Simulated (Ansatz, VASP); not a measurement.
BaTe: VASP beside Ansatz

```
Ba Te
1.0
     4.99507    0.00000    0.00000
    -2.49753    4.32585    0.00000
     0.00000    0.00000   12.23532
Ba Te
3 3
Direct
  0.00000 0.00000 0.00000
  0.33333 0.66667 0.33333
  0.66667 0.33333 0.66667
  0.66667 0.33333 0.16667
  0.00000 0.00000 0.50000
  0.33333 0.66667 0.83333
```

Alike in both runs: functional PBE; k mesh 9 × 9 × 4; occupations gaussian, width 0.02 eV; no spin polarisation.

Ansatz relaxed the structure, and its values are those at the end. VASP's run is a single point on that final structure, the one shown.

```csv
,VASP,Ansatz
version,VASP 6.6.1,Ansatz 0.2.0
potentials or method,"VASP PAW PBE potentials, release 64 (Ba_sv, Te), cutoff 520 eV","scalar-relativistic, plane waves, PAW"
valence electrons in the cell,48,78
```

Ansatz gave:

- gap on the k mesh at the Fermi level (eV): 1.70
- least direct gap on the mesh (eV): 2.06
- pressure (GPa): 0.0

Question: What did VASP give for the same quantities?

Answer: gap on the k mesh at the Fermi level (eV): 1.62; least direct gap on the mesh (eV): 2.01; pressure (GPa): 0.3.

VASP's potentials hold 48 valence electrons a cell and Ansatz's 78, so a difference there can come from the potentials and not from the codes.

Neither program's run includes spin-orbit coupling.
